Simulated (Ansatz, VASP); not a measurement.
# FeO: VASP beside Ansatz

Contents of INCAR:

```
SYSTEM = FeO
  PREC = Accurate
  ENCUT = 520
  EDIFF = 1E-6
  ISMEAR = -1
  SIGMA = 0.05
  LREAL = .FALSE.
  LASPH = .TRUE.
  NELM = 150
  ALGO = Normal
  ISIF = 2
  LWAVE = .FALSE.
  LCHARG = .FALSE.
  ISPIN = 2
  MAGMOM = 3 0
  LORBIT = 11
  LMAXMIX = 4
  GGA = CA
  NBANDS = 18
```

The input KPOINTS:

```
regular mesh
0
G
  11 11 11
  0 0 0
```

File POSCAR:

```
FeO
1.0
    0.0000000000      2.1837637790      2.1837637790
    2.1837637790      0.0000000000      2.1837637790
    2.1837637790      2.1837637790      0.0000000000
Fe O
1 1
Direct
    0.0000000000      0.0000000000      0.0000000000
    0.5000000000      0.5000000000      0.5000000000
```

Contents of input.yaml:

```yaml
crystal:
  lattice:
    - [0.0, 2.183763779, 2.183763779]
    - [2.183763779, 0.0, 2.183763779]
    - [2.183763779, 2.183763779, 0.0]
  atoms:
    - { symbol: Fe, position: [0.0, 0.0, 0.0], spin: 3.0 }
    - { symbol: O, position: [0.5, 0.5, 0.5] }
hamiltonian:
  xc: lda
  pseudopotentials: { kind: paw, xc_functional: lda, accuracy: standard }
magnetization:
  spin_polarized: true
kpoints:
  mp_grid: { grid: [11, 11, 11] }
scf:
  occupations: { method: fermi_dirac, width: 0.05 }
output:
  forces: true
  stress: true
  eigenvalues: true
```

Alike in both runs: task single point; functional LDA; k mesh 11 × 11 × 11; occupations fermi-dirac, width 0.05 eV; collinear spin.

|  | VASP | Ansatz |
| --- | --- | --- |
| version | VASP 6.6.1 | Ansatz 0.2.0 |
| potentials or method | VASP PAW LDA potentials, release 64 (Fe, O) | JTH PAW LDA |
| plane-wave cutoff (eV) | 520 | 1380 |
| valence electrons in the cell | 14 | 22 |

Ansatz gave:

| Item | Value |
| --- | --- |
| gap on the k mesh at the Fermi level (eV) | none |
| pressure (GPa) | -21.1 |
| net moment per atom (μB) | 2.00 |
| size of the moment on the site where the two differ most (μB) | 3.44 |

**Question.** What did VASP give for the same quantities?

**Answer.** gap on the k mesh at the Fermi level (eV): none; pressure (GPa): -21.1; net moment per atom (μB): 2.00; size of the moment on the site where the two differ most (μB): 3.58.

LDA's correlation is that of Perdew and Zunger in VASP and of Perdew and Wang (1992) in Ansatz. Site moments also hang on the region over which each program counts them. A gap of «none» marks a metal or a gap that the smearing closes. VASP's potentials hold 14 valence electrons a cell and Ansatz's 22, so a difference there can come from the potentials and not from the codes.
